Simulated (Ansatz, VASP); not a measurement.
GaN: VASP beside Ansatz

File INCAR:

```
ALGO     = Normal         # electronic algorithm
DIPOL    = 0.5 0.5 0.500
EDIFF    = 1E-7           # SCF threshold, eV
ENCUT    = 520            # plane-wave cutoff, eV
GGA      = CA             # functional
IDIPOL   = 3            
ISIF     = 2              # what is computed and relaxed
ISMEAR   = -1             # smearing method
LASPH    = T              # aspherical terms in the spheres
LCHARG   = T              # write CHGCAR
LDIPOL   = T            
LELF     = T              # ELF
LREAL    = F              # projectors in reciprocal space
LVACPOTAV= T            
LVHAR    = T            
LWAVE    = F              # write WAVECAR
NBANDS   = 36             # bands
NELM     = 100            # most SCF steps
PREC     = Accurate       # precision mode
SIGMA    = 0.02           # smearing width, eV
```

KPOINTS

```
k-points
0
Gamma
  8 6 1
```

Contents of POSCAR:

```
GaN
1.0
    3.1502581348      0.0000000000      0.0000000000
    0.0000000000      4.4551377792      0.0000000000
    0.0000000000      0.0000000000     19.1503000000
Ga N
3 3
Direct
    0.2500000000      0.1250000000      0.4177491179
    0.7500000000      0.6250000000      0.5000000000
    0.2500000000      0.1250000000      0.5822508821
    0.7500000000      0.8750000000      0.4177491179
    0.2500000000      0.3750000000      0.5000000000
    0.7500000000      0.8750000000      0.5822508821
```

Input for Ansatz:

```yaml
crystal:
  lattice:
    - [3.1502581348, 0.0, 0.0]
    - [0.0, 4.4551377792, 0.0]
    - [0.0, 0.0, 19.1503]
  atoms:
    - { symbol: Ga, position: [0.25, 0.125, 0.4177491179] }
    - { symbol: "N", position: [0.75, 0.875, 0.4177491179] }
    - { symbol: Ga, position: [0.75, 0.625, 0.5] }
    - { symbol: "N", position: [0.25, 0.375, 0.5] }
    - { symbol: Ga, position: [0.25, 0.125, 0.5822508821] }
    - { symbol: "N", position: [0.75, 0.875, 0.5822508821] }
kpoints:
  mp_grid: { grid: [8, 6, 1] }
scf:
  occupations: { method: fermi_dirac, width: 0.02 }
hamiltonian:
  xc: lda
  pseudopotentials: { kind: all_electron, lapw: { basis_error: 0.001 } }
output:
  forces: true
  stress: true
  eigenvalues: true
  populations: true
  dos: { projected: true, de: 0.2, e_range: [-14, 8] }
efield:
  axis: 3
  amplitude: 0
  dipole_correction: true
```

Alike in both runs: task single point; functional LDA; k mesh 8 × 6 × 1; occupations fermi-dirac, width 0.02 eV; no spin polarisation.

```csv
,VASP,Ansatz
version,VASP 6.6.1,Ansatz 0.2.0
potentials or method,"VASP PAW LDA potentials, release 64 (Ga_d, N), cutoff 520 eV","all-electron LAPW, scalar-relativistic"
```

|  | VASP | Ansatz | Ansatz less VASP |
| --- | --- | --- | --- |
| rms of the force components (eV/Å) | 1.205 | 1.216 | +0.0114 |

LDA's correlation is that of Perdew and Zunger in VASP and of Perdew and Wang (1992) in Ansatz. Ansatz ran all-electron here, and VASP with PAW potentials.
